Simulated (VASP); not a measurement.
Write the native input for VASP 6.6.1 that does the following.

| Property | Result |
| --- | --- |
| Task | single point |
| Functional | PBEsol |
| Potentials or basis | VASP PAW PBE potentials, release 64 (Si, C) |
| Cutoff | 520 eV |
| k mesh | 10 × 10 × 10 |
| Occupations | gaussian, width 0.05 eV |
| Spin | no spin polarisation |
| Dipole correction | no |
| Further INCAR settings | ALGO = Normal; EDIFF = 1e-06; NBANDS = 11 |

The structure of SiC lies in POSCAR:

```
SiC
1.0
    0.0000000000      2.1783895848      2.1783895848
    2.1783895848      0.0000000000      2.1783895848
    2.1783895848      2.1783895848      0.0000000000
Si C
1 1
Direct
   -0.0023558652      0.0023558652      0.0023558652
    0.7555086565      0.7444913435      0.7444913435
```

This cell differs from its parent crystal: mode 4 frozen in at -0.024 Å and mode 5 at +0.000 Å (largest displacements).

The input as run:

INCAR

```
PREC     = Accurate       # precision mode
ENCUT    = 520            # plane-wave cutoff, eV
EDIFF    = 1E-6           # SCF threshold, eV
ISMEAR   = 0              # smearing method
SIGMA    = 0.05           # smearing width, eV
LREAL    = False          # projectors in reciprocal space
LASPH    = True           # aspherical terms in the spheres
NELM     = 60             # most SCF steps
ALGO     = Normal         # electronic algorithm
ISIF     = 2              # what is computed and relaxed
LWAVE    = False          # write WAVECAR
LCHARG   = False          # write CHGCAR
GGA      = PS             # functional
NBANDS   = 11             # bands
```

KPOINTS

```
Automatic mesh
0
Gamma
  10 10 10
```

Potentials or basis: VASP PAW PBE potentials, release 64 (Si, C).

Run with:

```sh
$ cat potpaw_PBE.64/Si/POTCAR potpaw_PBE.64/C/POTCAR > POTCAR
$ mpirun -np 1 vasp_std > vasp.out
```

Results of the run:

```
Pressure               : 0.5 GPa
Largest force          : 0.657 eV/Å
Band gap on the k mesh : 1.07 eV, indirect (least direct gap 4.36 eV)
```

Caveat: the cell differs from its parent crystal (mode 4 frozen in at -0.024 Å and mode 5 at +0.000 Å (largest displacements)); the PAW data sets were made with another functional, which shifts forces and pressure a little.

Wall time 68 s on 1 thread of AMD EPYC 7R43 64-Core Processor (Zen 3) (shared host), peak memory 0.12 GiB.
